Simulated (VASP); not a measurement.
# Sr3Ta2O (P6/mmm) in VASP: a series of runs

The runs below take Sr3Ta2O through single point, relaxation of cell and atoms, with PBE.

Everything below comes from runs of VASP 6.6.1. Logs are shortened: lines on timing, memory, paths and dates and some standing lists are left out, and cuts for length are marked.

## Step 1: The cell of the first run

The structure is hexagonal, space group P6/mmm (No. 191). Conventional cell: a = 5.823 Å, b = 5.823 Å, c = 5.526 Å, α = 90.00°, β = 90.00°, γ = 120.00°. Sr (site symmetry mmm) has 4 Sr at 2.91 Å and 4 Ta at 3.13 Å within 3.8 Å. Ta (site symmetry 6mm) has 1 O at 1.61 Å within 2.1 Å. O (site symmetry 6/mmm) has 2 Ta at 1.61 Å within 2.1 Å.

## Step 2: Single point, PBE

File INCAR:

```
PREC     = Accurate       # precision mode
ENCUT    = 520            # plane-wave cutoff, eV
EDIFF    = 1E-6           # SCF threshold, eV
ISMEAR   = 0              # smearing method
SIGMA    = 0.1            # smearing width, eV
LREAL    = False          # projectors in reciprocal space
LASPH    = True           # aspherical terms in the spheres
NELM     = 100            # most SCF steps
ALGO     = Normal         # electronic algorithm
ISIF     = 2              # what is computed and relaxed
LWAVE    = False          # write WAVECAR
LCHARG   = False          # write CHGCAR
GGA      = PE             # functional
NBANDS   = 38             # bands
```

File KPOINTS:

```
regular mesh
0
Gamma
  3 3 4
```

File POSCAR:

```
Sr3Ta2O
1.0
    5.8230094900      0.0000000000      0.0000000000
   -2.9115047400      5.0428741400      0.0000000000
    0.0000000000      0.0000000000      5.5259330500
Sr Ta O
3 2 1
Direct
    0.5000000000      0.0000000000      0.0000000000
    0.0000000000      0.5000000000      0.0000000000
    0.5000000000      0.5000000000      0.0000000000
    0.0000000000      0.0000000000      0.7915370300
    0.0000000000      0.0000000000      0.2084629700
    0.0000000000      0.0000000000      0.5000000000
```

Potentials or basis: VASP PAW PBE potentials, release 64 (Sr_sv, Ta_pv, O).

Started as:

```bash
cat potpaw_PBE.64/Sr_sv/POTCAR potpaw_PBE.64/Ta_pv/POTCAR potpaw_PBE.64/O/POTCAR > POTCAR
mpirun -np 1 vasp_std > vasp.out
```

OUTCAR:

```text
PREC = Accurate
   ENCUT = 520
   EDIFF = 1E-6
   ISMEAR = 0
   LREAL = False
   LASPH = True
   NELM = 100
   ISIF = 2
   GGA = PE

 ion  position               nearest neighbor table
   1  0.500  0.000  0.000-   3 2.91   3 2.91   2 2.91   2 2.91   4 3.13   4 3.13   5 3.13   5 3.13
                             2 5.04   2 5.04   3 5.04   3 5.04
   2  0.000  0.500  0.000-   1 2.91   1 2.91   3 2.91   3 2.91   4 3.13   5 3.13   4 3.13   5 3.13
                             3 5.04   3 5.04   1 5.04   1 5.04
   3  0.500  0.500  0.000-   1 2.91   1 2.91   2 2.91   2 2.91   4 3.13   5 3.13   4 3.13   5 3.13
                             2 5.04   2 5.04   1 5.04   1 5.04
   4  0.000  0.000  0.792-   6 1.61   5 2.30   2 3.13   2 3.13   3 3.13   3 3.13   1 3.13   1 3.13
                             5 3.22
   5  0.000  0.000  0.208-   6 1.61   4 2.30   2 3.13   2 3.13   3 3.13   3 3.13   1 3.13   1 3.13
                             4 3.22
   6  0.000  0.000  0.500-   4 1.61   5 1.61

  LATTYP: Found a hexagonal cell.
 ALAT       =     5.8230094900
 C/A-ratio  =     0.9489823191

  Lattice vectors:

 A1 = (   5.8230094900,   0.0000000000,   0.0000000000)
 A2 = (  -2.9115047400,   5.0428741400,   0.0000000000)
 A3 = (   0.0000000000,   0.0000000000,   5.5259330500)

Analysis of symmetry for initial positions (statically):
=====================================================================
 Subroutine PRICEL returns:
 Original cell was already a primitive cell.

 Routine SETGRP: Setting up the symmetry group for a
 hexagonal supercell.

 Subroutine GETGRP returns: Found 24 space group operations
 (whereof 24 operations were pure point group operations)
 out of a pool of 24 trial point group operations.

The static configuration has the point symmetry D_6h.

Analysis of symmetry for dynamics (positions and initial velocities):
=====================================================================
 Subroutine PRICEL returns:
 Original cell was already a primitive cell.

 Routine SETGRP: Setting up the symmetry group for a
 hexagonal supercell.

 Subroutine GETGRP returns: Found 24 space group operations
 (whereof 24 operations were pure point group operations)
 out of a pool of 24 trial point group operations.

The dynamic configuration has the point symmetry D_6h.

 Subroutine INISYM returns: Found 24 space group operations
 (whereof 24 operations are pure point group operations),
 and found     1 'primitive' translations

----------------------------------------------------------------------------------------

[... 89 lines left out ...]
   NFREE  =      0    steps in history (QN), initial steepest desc. (CG)
   ISIF   =      2    stress and relaxation
   ISYM   =      2    0-nonsym 1-usesym 2-fastsym
   POTIM  = 0.5000    time-step for ionic-motion
   TEBEG  =    0.0;   TEEND  =   0.0 temperature during run
   PSTRESS=    0.0 pullay stress
   NELECT =      58.0000    total number of electrons
   NUPDOWN=      -1.0000    fix difference up-down
   EMIN   =  10.00;   EMAX   =-10.00  energy-range for DOS
   EFERMI =   0.00;   METHOD = LEGACY
   ISMEAR =     0;   SIGMA  =   0.10  broadening in eV -4-tet -1-fermi 0-gaus
   EFERMI_NEDOS =   21; number of points for ismear=-14 and -15
   IALGO  =     38    algorithm
   IMIX   =      4    mixing-type and parameters
     AMIX     =   0.40;   BMIX     =  1.00
     AMIX_MAG =   1.60;   BMIX_MAG =  1.00
  volume/ion in A,a.u.               =      27.04       182.51
  Fermi-wavevector in a.u.,A,eV,Ry     =   1.161824  2.195529 18.365626  1.349835
  Thomas-Fermi vector in A             =   2.298392
   LORBIT       =      0    0 simple, 1 ext, 2 COOP (PROOUT), +10 PAW based schemes
   GGA     = PE    functional components
   LHFCALC =     F    Hartree Fock is set to
   AEXX    =    0.0000 exact exchange contribution
   IVDW    =     0    specifies the selected vdW correction
   LEPSILON=     F    determine dielectric tensor
   LRPA    =     F    only Hartree local field effects (RPA)
 non-spin polarized calculation
 Gauss-broadening in eV      SIGMA  =   0.10
  energy-cutoff  :      520.00
  volume of cell :      162.27
 maximum number of plane-waves:      4413
 NGX is ok and might be reduce to    48
   NGX = 21   NGY = 21   NGZ = 21

 number of electron      58.0000001 magnetization

 Free energy of the ion-electron system (eV)
  ---------------------------------------------------
  ext. energy  EPLUGINS =         0.00000000
  ---------------------------------------------------
  free energy    TOTEN  =       -21.51317778 eV

  energy without entropy =      -21.46968262  energy(sigma->0) =      -21.49143020

 E-fermi :   3.0953     XC(G=0):  -9.1115

 val. band max:        3.0840777970   @ k =   0.3333  -0.0000   0.2500
 cond. band min:       3.1592755257   @ k =   0.3333   0.3333   0.2500
 fundamental gap:      0.0751977287
 Fermi energy:         3.0953118570

 k-point     1 :       0.0000    0.0000    0.0000
  band No.  band energies     occupation
      1     -33.8839      2.00000
      2     -32.6969      2.00000
      3     -32.1120      2.00000
      4     -32.1120      2.00000
      5     -31.3264      2.00000
      6     -31.1198      2.00000
[... 358 lines left out ...]
     37       5.7201      0.00000
     38       6.7187      0.00000

------------------------ aborting loop because EDIFF is reached ----------------------------------------

  FORCE on cell =-STRESS in cart. coord.  units (eV):
  Direction    XX          YY          ZZ          XY          YZ          ZX
  --------------------------------------------------------------------------------------
  -------------------------------------------------------------------------------------
  Total       25.0780103     25.0780102     61.0646030      0.0000000     -0.0000000      0.0000000
  in kB      247.6124128    247.6124123    602.9327497      0.0000002     -0.0000000      0.0000000
  external PRESSURE =     366.0525249 kB  Pullay stress =       0.0000000 kB

 VOLUME and BASIS-vectors are now :
 -----------------------------------------------------------------------------
  energy-cutoff  :      520.00
  volume of cell :      162.27
      direct lattice vectors                 reciprocal lattice vectors
     5.823009490  0.000000000  0.000000000     0.171732504  0.099149807  0.000000000
    -2.911504740  5.042874140  0.000000000     0.000000000  0.198299615  0.000000000
     0.000000000  0.000000000  5.525933050     0.000000000  0.000000000  0.180964914

 POSITION                                       TOTAL-FORCE (eV/Angst)
 -----------------------------------------------------------------------------------
      2.91150      0.00000      0.00000         0.000000     -0.000000      0.000000
     -1.45575      2.52144      0.00000         0.000000     -0.000000      0.000000
      1.45575      2.52144      0.00000         0.000000     -0.000000      0.000000
      0.00000      0.00000      4.37398         0.000000     -0.000000     13.250154
      0.00000      0.00000      1.15195        -0.000000      0.000000    -13.250154
      0.00000      0.00000      2.76297         0.000000     -0.000000      0.000000
 -----------------------------------------------------------------------------------
    total drift:                               -0.000000      0.000000      0.000000

  FREE ENERGIE OF THE ION-ELECTRON SYSTEM (eV)
  ---------------------------------------------------
  free  energy   TOTEN  =       -21.5131777768 eV

  energy  without entropy=      -21.4696826202  energy(sigma->0) =      -21.49143020
```

OSZICAR:

```text
N       E                     dE             d eps       ncg     rms          rms(c)
DAV:   1     0.501962634629E+03    0.50196E+03   -0.30988E+04   684   0.145E+03
DAV:   2     0.125133523103E+02   -0.48945E+03   -0.47797E+03   786   0.388E+02
DAV:   3    -0.248025464846E+02   -0.37316E+02   -0.36410E+02  1064   0.871E+01
DAV:   4    -0.270116573289E+02   -0.22091E+01   -0.21599E+01  1010   0.174E+01
DAV:   5    -0.270955047269E+02   -0.83847E-01   -0.83770E-01  1000   0.281E+00    0.698E+01
DAV:   6    -0.220391133235E+02    0.50564E+01   -0.16554E+01   850   0.160E+01    0.315E+01
DAV:   7    -0.215569651955E+02    0.48215E+00   -0.36564E+00   802   0.744E+00    0.907E+00
DAV:   8    -0.215276999579E+02    0.29265E-01   -0.62945E-01   990   0.338E+00    0.212E+00
DAV:   9    -0.215170990334E+02    0.10601E-01   -0.19926E-01   868   0.148E+00    0.126E+00
DAV:  10    -0.215129074231E+02    0.41916E-02   -0.27286E-02   858   0.542E-01    0.364E-01
DAV:  11    -0.215131422035E+02   -0.23478E-03   -0.37769E-03   938   0.273E-01    0.928E-02
DAV:  12    -0.215131642008E+02   -0.21997E-04   -0.48691E-04   854   0.943E-02    0.355E-02
DAV:  13    -0.215131691766E+02   -0.49758E-05   -0.38363E-05   860   0.281E-02    0.156E-02
DAV:  14    -0.215131777015E+02   -0.85249E-05   -0.17123E-05   774   0.167E-02    0.835E-03
DAV:  15    -0.215131777768E+02   -0.75248E-07   -0.30394E-06   732   0.885E-03
   1 F= -.21513178E+02 E0= -.21491430E+02  d E =-.434952E-01
```

stdout:

```text
POSCAR found type information on POSCAR SrTaO
 POSCAR found :  3 types and       6 ions
 scaLAPACK will be used
 LDA part: xc-table for (Slater+PW92), standard interpolation
 POSCAR, INCAR and KPOINTS ok, starting setup
 FFT: planning ... GRIDC
 FFT: planning ... GRID_SOFT
 FFT: planning ... GRID
 WAVECAR not read
 entering main loop
```

Wall time 40 s (1 thread of Intel Xeon 6975P-C (Granite Rapids), shared host); peak memory 0.31 GiB.

What came out:

```
Free energy            : -21.5132 eV
Pressure               : 36.6 GPa
Largest force          : 13.250 eV/Å
Band gap on the k mesh : zero (band 29 reaches 3.29 eV, above the bottom of band 30 at 2.59 eV)
```

Forces in eV/Å, atoms in the order of the input:
```
Sr    0.000   0.000   0.000
Sr    0.000   0.000   0.000
Sr    0.000   0.000   0.000
Ta    0.000   0.000  13.250
Ta    0.000   0.000 -13.250
O     0.000   0.000   0.000
```

Levels at points of the mesh, in eV from the Fermi level:
```csv
k point,band 26,band 27,band 28,band 29,band 30,band 31,band 32,band 33
"(0.00, 0.00, 0.00)",-1.57,-0.30,-0.14,0.19,0.71,0.71,1.22,1.22
"(0.00, 0.00, 0.50)",-1.59,-1.32,-1.32,-1.26,-0.51,0.84,0.84,0.92
```

Caveat: the k points lie up to 0.42 Å⁻¹ apart; spin-orbit coupling is left out, which moves the levels of the heavy elements; forces of over 1 eV/Å act on the atoms, so gaps and moduli don't describe the material at rest.

## Step 3: Single point, PBE

This run uses another cell than the first one, of 47.18 Å³/atom, 1.745 times its volume.

File INCAR:

```
SYSTEM = Sr3Ta2O
PREC = Accurate
ENCUT = 520
EDIFF = 1E-6
ISMEAR = 0
SIGMA = 0.1
LREAL = .FALSE.
LASPH = .TRUE.
NELM = 80
ALGO = Normal
ISIF = 2
LWAVE = .FALSE.
LCHARG = .TRUE.
GGA = PE
LELF = .TRUE.
LVHAR = .TRUE.
NBANDS = 38
```

File KPOINTS:

```
regular mesh
0
G
  3 3 4
  0 0 0
```

File POSCAR:

```
Sr3Ta2O
1.0
    7.2327624199     -0.0000000036      0.0000000000
   -3.6163812069      6.2637559970      0.0000000000
    0.0000000000      0.0000000000      6.2485019651
Sr Ta O
3 2 1
Direct
    0.5000000000      0.0000000000      0.0000000000
    0.0000000000      0.5000000000      0.0000000000
    0.5000000000      0.5000000000      0.0000000000
    0.0000000000      0.0000000000      0.8046175417
    0.0000000000      0.0000000000      0.1953824583
    0.0000000000      0.0000000000      0.5000000000
```

Potentials or basis: VASP PAW PBE potentials, release 64 (Sr_sv, Ta_pv, O).

Started as:

```bash
cat potpaw_PBE.64/Sr_sv/POTCAR potpaw_PBE.64/Ta_pv/POTCAR potpaw_PBE.64/O/POTCAR > POTCAR
mpirun -np 1 vasp_std > vasp.out
```

Wall time 76 s (1 thread of Intel Xeon 6975P-C (Granite Rapids), shared host); peak memory 0.42 GiB.

The run converged. Its results:

```
Free energy            : -30.5020 eV
Pressure               : -0.1 GPa
Largest force          : 0.061 eV/Å
Band gap on the k mesh : zero (band 29 reaches 0.99 eV, above the bottom of band 30 at 0.82 eV)
```

Forces on the atoms (eV/Å):
```
Sr   0.000  0.000  0.000
Sr   0.000  0.000  0.000
Sr   0.000  0.000  0.000
Ta   0.000  0.000  0.061
Ta   0.000  0.000 -0.061
O    0.000  0.000  0.000
```

Stress tensor (GPa, compression positive):
```
-0.19  0.00  0.00
 0.00 -0.19  0.00
 0.00  0.00  0.19
```

Levels at points of the mesh, in eV from the Fermi level:
| k point | band 27 | band 28 | band 29 | band 30 | band 31 | band 32 |
| --- | --- | --- | --- | --- | --- | --- |
| (0.00, 0.00, 0.00) | -0.44 | -0.44 | -0.29 | -0.10 | 0.73 | 0.94 |
| (0.00, 0.00, 0.50) | -1.00 | -0.84 | -0.84 | 0.36 | 0.86 | 0.86 |

Caveat: spin-orbit coupling is left out, which moves the levels of the heavy elements.

[end of part 1 of 2]
